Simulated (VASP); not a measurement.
# Si in VASP: settings compared

Aim: see how the results for Si move with the level of theory and the settings. Levels: HSE06, PBE. Tasks: single point.

Everything below comes from runs of VASP 6.6.1. Logs are shortened: lines on timing, memory, paths and dates and some standing lists are left out, and cuts for length are marked.

### Step 1. The cell of the first run

Symmetry: Fd-3m, No. 227, cubic system. The conventional cell has a = 5.470 Å, b = 5.470 Å, c = 5.470 Å, α = 90.00°, β = 90.00°, γ = 90.00°. Si (site symmetry -43m) has 4 Si at 2.37 Å within 3.1 Å.

### Step 2. Single point, HSE06

POSCAR

```
Si
1.0
    0.0000000000      2.7350000000      2.7350000000
    2.7350000000      0.0000000000      2.7350000000
    2.7350000000      2.7350000000      0.0000000000
Si
2
Direct
    0.0000000000      0.0000000000      0.0000000000
    0.2500000000      0.2500000000      0.2500000000
```

INCAR.step1

```
SYSTEM = Si
PREC = Accurate ; ENCUT = 520
EDIFF = 1E-5 ; ISMEAR = -1
SIGMA = 0.02 ; LREAL = .False.
LASPH = .True. ; NELM = 100
ALGO = Normal ; ISIF = 2
LWAVE = .True. ; LCHARG = .False.
GGA = PE ; NBANDS = 11
```

INCAR.step2

```
SYSTEM = Si
PREC = Accurate ; ENCUT = 520
EDIFF = 1E-6 ; ISMEAR = -1
SIGMA = 0.02 ; LREAL = .False.
LASPH = .True. ; NELM = 100
ALGO = Normal ; ISIF = 2
LWAVE = .False. ; LCHARG = .False.
GGA = PE ; LHFCALC = .True.
HFSCREEN = 0.2079 ; PRECFOCK = Normal
ISTART = 1 ; NBANDS = 11
```

KPOINTS

```
Automatic mesh
0
Gamma
  8 8 8
  0 0 0
```

Potentials or basis: VASP PAW PBE potentials, release 64 (Si).

Started as:

```sh
cat potpaw_PBE.64/Si/POTCAR > POTCAR
cp INCAR.step1 INCAR
mpirun -np 1 vasp_std > vasp.out
cp INCAR.step2 INCAR
mpirun -np 1 vasp_std > vasp.out
```

OUTCAR:

```text
SYSTEM = Si
   PREC = Accurate
   ENCUT = 520
   EDIFF = 1E-6
   ISMEAR = -1
   LREAL = .False.
   LASPH = .True.
   NELM = 100
   ISIF = 2
   GGA = PE
   LHFCALC = .True.
   HFSCREEN = 0.2079
   PRECFOCK = Normal
   ISTART = 1

 ion  position               nearest neighbor table
   1  0.000  0.000  0.000-   2 2.37   2 2.37   2 2.37   2 2.37
   2  0.250  0.250  0.250-   1 2.37   1 2.37   1 2.37   1 2.37

  LATTYP: Found a face centered cubic cell.
 ALAT       =     5.4700000000

  Lattice vectors:

 A1 = (   0.0000000000,   2.7350000000,   2.7350000000)
 A2 = (   2.7350000000,   0.0000000000,   2.7350000000)
 A3 = (   2.7350000000,   2.7350000000,   0.0000000000)

Analysis of symmetry for initial positions (statically):
=====================================================================
 Subroutine PRICEL returns:
 Original cell was already a primitive cell.

 Routine SETGRP: Setting up the symmetry group for a
 face centered cubic supercell.

 Subroutine GETGRP returns: Found 48 space group operations
 (whereof 24 operations were pure point group operations)
 out of a pool of 48 trial point group operations.

The static configuration has the point symmetry T_d .
 The point group associated with its full space group is O_h .

Analysis of symmetry for dynamics (positions and initial velocities):
=====================================================================
 Subroutine PRICEL returns:
 Original cell was already a primitive cell.

 Routine SETGRP: Setting up the symmetry group for a
 face centered cubic supercell.

 Subroutine GETGRP returns: Found 48 space group operations
 (whereof 24 operations were pure point group operations)
 out of a pool of 48 trial point group operations.

The dynamic configuration has the point symmetry T_d .
 The point group associated with its full space group is O_h .

 Subroutine INISYM returns: Found 48 space group operations
 (whereof 24 operations are pure point group operations),
 and found     1 'primitive' translations

----------------------------------------------------------------------------------------

                                     Primitive cell

  volume of cell :      40.9168

  direct lattice vectors                    reciprocal lattice vectors
     0.000000000  2.735000000  2.735000000    -0.182815356  0.182815356  0.182815356
     2.735000000  0.000000000  2.735000000     0.182815356 -0.182815356  0.182815356
     2.735000000  2.735000000  0.000000000     0.182815356  0.182815356 -0.182815356

  length of vectors
     3.867874093  3.867874093  3.867874093     0.316645486  0.316645486  0.316645486

  position of ions in fractional coordinates (direct lattice)
     0.000000000  0.000000000  0.000000000
     0.250000000  0.250000000  0.250000000

  ion indices of the primitive-cell ions
   primitive index   ion index
                 1           1
                 2           2

----------------------------------------------------------------------------------------

 KPOINTS: Automatic mesh

Automatic generation of k-mesh.
 Grid dimensions read from file:
 generate k-points for:    8    8    8

 Generating k-lattice:

  Cartesian coordinates                     Fractional coordinates (reciprocal lattice)
    -0.022851920  0.022851920  0.022851920     0.125000000  0.000000000  0.000000000
     0.022851920 -0.022851920  0.022851920     0.000000000  0.125000000  0.000000000
     0.022851920  0.022851920 -0.022851920     0.000000000  0.000000000  0.125000000

  Length of vectors
     0.039580686  0.039580686  0.039580686

  Shift w.r.t. Gamma in fractional coordinates (k-lattice)
     0.000000000  0.000000000  0.000000000

 Subroutine IBZKPT returns following result:
 ===========================================

 Found     29 irreducible k-points:

 Following reciprocal coordinates:
            Coordinates               Weight
  0.000000  0.000000  0.000000      1.000000
  0.125000  0.000000  0.000000      8.000000
  0.250000  0.000000  0.000000      8.000000
  0.375000  0.000000  0.000000      8.000000
  0.500000  0.000000  0.000000      4.000000
  0.125000  0.125000  0.000000      6.000000
[... 16 lines left out ...]
  0.500000  0.250000  0.125000     48.000000
 -0.375000  0.250000  0.125000     24.000000
 [... further k-points ...]
   k-points           NKPTS =     29   k-points in BZ     NKDIM =    512   number of bands    NBANDS=     11
   number of dos      NEDOS =    301   number of ions     NIONS =      2
   total plane-waves  NPLWV =  27000
   dimension x,y,z NGX =    30 NGY =   30 NGZ =   30
   dimension x,y,z NGXF=    60 NGYF=   60 NGZF=   60
   ions per type =               2
   NGX,Y,Z   is equivalent  to a cutoff of  12.89, 12.89, 12.89 a.u.
   NGXF,Y,Z  is equivalent  to a cutoff of  25.79, 25.79, 25.79 a.u.
 SYSTEM =  Si
   PREC   = accura    normal or accurate (medium, high low for compatibility)
   ISTART =      1    job   : 0-new  1-cont  2-samecut
   ICHARG =      0    charge: 1-file 2-atom 10-const
   ISPIN  =      1    spin polarized calculation?
   LNONCOLLINEAR =      F non collinear calculations
   LSORBIT =      F    spin-orbit coupling
   LASPH  =      T    aspherical Exc in radial PAW
   ENCUT  =  520.0 eV  38.22 Ry    6.18 a.u.   7.19  7.19  7.19*2*pi/ulx,y,z
   NELM   =    100;   NELMIN=  2; NELMDL=  0     # of ELM steps
   EDIFF  = 0.1E-05   stopping-criterion for ELM
   LREAL  =      F    real-space projection
   EDIFFG = 0.1E-04   stopping-criterion for IOM
   NSW    =      0    number of steps for IOM
   IBRION =     -1    ionic relax: 0-MD 1-quasi-New 2-CG
   NFREE  =      0    steps in history (QN), initial steepest desc. (CG)
   ISIF   =      2    stress and relaxation
   ISYM   =      3    0-nonsym 1-usesym 2-fastsym
   POTIM  = 0.5000    time-step for ionic-motion
   TEBEG  =    0.0;   TEEND  =   0.0 temperature during run
   PSTRESS=    0.0 pullay stress
   NELECT =       8.0000    total number of electrons
   NUPDOWN=      -1.0000    fix difference up-down
   EMIN   =  10.00;   EMAX   =-10.00  energy-range for DOS
   EFERMI =   0.00;   METHOD = LEGACY
   ISMEAR =    -1;   SIGMA  =   0.02  broadening in eV -4-tet -1-fermi 0-gaus
   EFERMI_NEDOS =   21; number of points for ismear=-14 and -15
   IALGO  =     38    algorithm
   IMIX   =      1    mixing-type and parameters
     AMIX     =   0.40;   BMIX     =  1.00
     AMIX_MAG =   1.60;   BMIX_MAG =  1.00
  volume/ion in A,a.u.               =      20.46       138.06
  Fermi-wavevector in a.u.,A,eV,Ry     =   0.950176  1.795573 12.283814  0.902835
  Thomas-Fermi vector in A             =   2.078528
   LORBIT       =      0    0 simple, 1 ext, 2 COOP (PROOUT), +10 PAW based schemes
   GGA     = PE    functional components
   LHFCALC =     T    Hartree Fock is set to
   PRECFOCK=normal    Normal, Fast or Accurate (Low or Medium for compatibility)
   ENCUT4O =  -1.0   cutoff for four orbital integrals eV
   NKREDX  =     1    reduce k-point grid by
   NKREDY  =     1    reduce k-point grid by
   NKREDZ  =     1    reduce k-point grid by
   AEXX    =    0.2500 exact exchange contribution
   HFSCREEN=    0.2079 screening length (either q_TF or 0.3 A-1)
   HFSCREENC=   0.2079 screening length for correlation (either q_TF or 0.3 A-1)
   ENCUTFOCK=  -1.0 apply spherical cutoff to Coloumb kernel
   IVDW    =     0    specifies the selected vdW correction
   LEPSILON=     F    determine dielectric tensor
   LRPA    =     F    only Hartree local field effects (RPA)
 non-spin polarized calculation
  energy-cutoff  :      520.00
  volume of cell :       40.92
 maximum number of plane-waves:      1124
 NGX is ok and might be reduce to    30
  NGX = 24; NGY = 24; NGZ = 24

 number of electron       8.0000001 magnetization

 Free energy of the ion-electron system (eV)
  ---------------------------------------------------
  ext. energy  EPLUGINS =         0.00000000
  ---------------------------------------------------
  free energy    TOTEN  =       -12.54479173 eV

  energy without entropy =      -12.54479173  energy(sigma->0) =      -12.54479173

 E-fermi :   5.6687     XC(G=0):  -7.7846

 val. band max:        5.2587579575   @ k =   0.0000   0.0000   0.0000
 cond. band min:       6.4767888805   @ k =   0.3750   0.3750   0.0000
 fundamental gap:      1.2180309230
 Fermi energy:         5.6687141770

 k-point     1 :       0.0000    0.0000    0.0000
  band No.  band energies     occupation
      1      -7.8740      2.00000
      2       5.2588      2.00000
      3       5.2588      2.00000
      4       5.2588      2.00000
      5       8.5689      0.00000
      6       8.5689      0.00000
      7       8.5689      0.00000
      8       9.3058      0.00000
      9      13.9570      0.00000
     10      14.0240      0.00000
     11      14.0240      0.00000

 k-point     2 :       0.1250    0.0000    0.0000
  band No.  band energies     occupation
      1      -7.6518      2.00000
      2       3.5728      2.00000
      3       4.9650      2.00000
      4       4.9650      2.00000
      5       8.4579      0.00000
      6       9.0077      0.00000
      7       9.0077      0.00000
      8      10.7185      0.00000
      9      13.4978      0.00000
     10      13.4978      0.00000
     11      14.7970      0.00000

 k-point     3 :       0.2500    0.0000    0.0000
  band No.  band energies     occupation
      1      -7.0031      2.00000
      2       1.0120      2.00000
      3       4.4594      2.00000
      4       4.4594      2.00000
      5       7.9383      0.00000
      6       9.5641      0.00000
      7       9.5641      0.00000
      8      13.0591      0.00000
      9      13.4438      0.00000
     10      13.4438      0.00000
     11      15.0960      0.00000
[... 267 lines left out ...]
 k-point    23 :       0.5000    0.2500    0.1250
  band No.  band energies     occupation
      1      -5.4560      2.00000
      2      -1.1330      2.00000
      3       1.7279      2.00000
      4       3.2185      2.00000
      5       8.8560      0.00000
      6       9.5714      0.00000
      7      11.1365      0.00000
      8      12.1118      0.00000
      9      15.3360      0.00000
     10      16.0663      0.00000
     11      18.2586      0.00000

 k-point    24 :      -0.3750    0.2500    0.1250
  band No.  band energies     occupation
      1      -4.7476      2.00000
      2      -2.1666      2.00000
      3       1.5810      2.00000
      4       2.9709      2.00000
      5       9.0554      0.00000
      6       9.1260      0.00000
      7      12.0893      0.00000
      8      13.3316      0.00000
      9      13.6624      0.00000
     10      16.9269      0.00000
     11      18.0764      0.00000

 [... further k-points ...]

------------------------ aborting loop because EDIFF is reached ----------------------------------------

  FORCE on cell =-STRESS in cart. coord.  units (eV):
  Direction    XX          YY          ZZ          XY          YZ          ZX
  --------------------------------------------------------------------------------------
  -------------------------------------------------------------------------------------
  Total       -0.4893486     -0.4893486     -0.4893486      0.0000000     -0.0000000      0.0000000
  in kB      -19.1613874    -19.1613874    -19.1613874      0.0000000     -0.0000000      0.0000000
  external PRESSURE =     -19.1613874 kB  Pullay stress =       0.0000000 kB

 VOLUME and BASIS-vectors are now :
 -----------------------------------------------------------------------------
  energy-cutoff  :      520.00
  volume of cell :       40.92
      direct lattice vectors                 reciprocal lattice vectors
     0.000000000  2.735000000  2.735000000    -0.182815356  0.182815356  0.182815356
     2.735000000  0.000000000  2.735000000     0.182815356 -0.182815356  0.182815356
     2.735000000  2.735000000  0.000000000     0.182815356  0.182815356 -0.182815356

 POSITION                                       TOTAL-FORCE (eV/Angst)
 -----------------------------------------------------------------------------------
      0.00000      0.00000      0.00000        -0.000000      0.000000     -0.000000
      1.36750      1.36750      1.36750         0.000000     -0.000000      0.000000
 -----------------------------------------------------------------------------------
    total drift:                                0.000000      0.000000      0.000000

  FREE ENERGIE OF THE ION-ELECTRON SYSTEM (eV)
  ---------------------------------------------------
  free  energy   TOTEN  =       -12.5447917299 eV

  energy  without entropy=      -12.5447917299  energy(sigma->0) =      -12.54479173
```

Wall time 49 min (1 thread of AMD EPYC 7R43 (Zen 3), shared host); peak memory 0.28 GiB.

Results:

```yaml
Free_energy: -12.5448 eV
Pressure: -1.9 GPa
Band_gap_on_the_k_mesh: 1.22 eV (least direct gap 3.31 eV)
```

Caveat: the PAW data sets were made with another functional, which shifts forces and pressure a little.

### Step 3. Single point, PBE

INCAR

```
SYSTEM = Si
ALGO     = Normal         ! electronic algorithm
EDIFF    = 1E-6           ! SCF threshold, eV
ENCUT    = 500            ! plane-wave cutoff, eV
GGA      = PE             ! functional
GGA_COMPAT= .FALSE.      
ISIF     = 2              ! what is computed and relaxed
ISMEAR   = -1             ! smearing method
LASPH    = .TRUE.         ! aspherical terms in the spheres
LCHARG   = .FALSE.        ! write CHGCAR
LREAL    = .FALSE.        ! projectors in reciprocal space
LWAVE    = .FALSE.        ! write WAVECAR
NBANDS   = 11             ! bands
NELM     = 120            ! most SCF steps
PREC     = Accurate       ! precision mode
SIGMA    = 0.05           ! smearing width, eV
```

KPOINTS

```
k-points
0
G
  4 4 4
  0 0 0
```

POSCAR, as its differences from that of step 2:

```diff
@@ -8,3 +8,3 @@
 Direct
-    0.0000000000      0.0000000000      0.0000000000
+    0.0063329097      0.0063329097      0.0063329097
     0.2500000000      0.2500000000      0.2500000000
```

Potentials or basis: VASP PAW PBE potentials, release 64 (Si).

Started as:

```sh
cat potpaw_PBE.64/Si/POTCAR > POTCAR
mpirun -np 1 vasp_std > vasp.out
```

It took 2.6 s on 1 thread of Intel Xeon 6975P-C (Granite Rapids), shared host; peak memory 0.14 GiB.

It converged, with:

- Free energy: -10.6396 eV
- Pressure: 0.6 GPa
- Largest force: 0.880 eV/Å
- Band gap on the k mesh: 0.47 eV (least direct gap 2.26 eV)

Forces on the atoms (eV/Å):
```
Si  -0.508 -0.508 -0.508
Si   0.508  0.508  0.508
```

Stress tensor (GPa, compression positive):
```
0.64 1.29 1.29
1.29 0.64 1.29
1.29 1.29 0.64
```

Levels at points of the mesh, in eV from the valence-band top:
```
           k point  band 1  band 2  band 3  band 4  band 5  band 6  band 7  band 8  band 9
(0.00, 0.00, 0.00)  -11.99   -0.49    0.00    0.00    2.26    2.26    2.57    2.96    7.52
(0.50, 0.00, 0.00)   -9.75   -6.96   -1.54   -1.19    1.26    2.91    3.34    7.48   10.38
(0.50, 0.50, 0.50)   -9.59   -7.30   -1.30   -1.30    1.37    3.26    3.26    7.61   10.08
(0.50, 0.50, 0.00)   -8.04   -7.81   -3.02   -2.91    0.47    0.65    9.73    9.79   10.69
```

Caveat: the k points lie up to 0.50 Å⁻¹ apart; semilocal functionals underestimate gaps, and a narrow one can read as zero. A k mesh can miss the band edges.

[end of part 1 of 2]
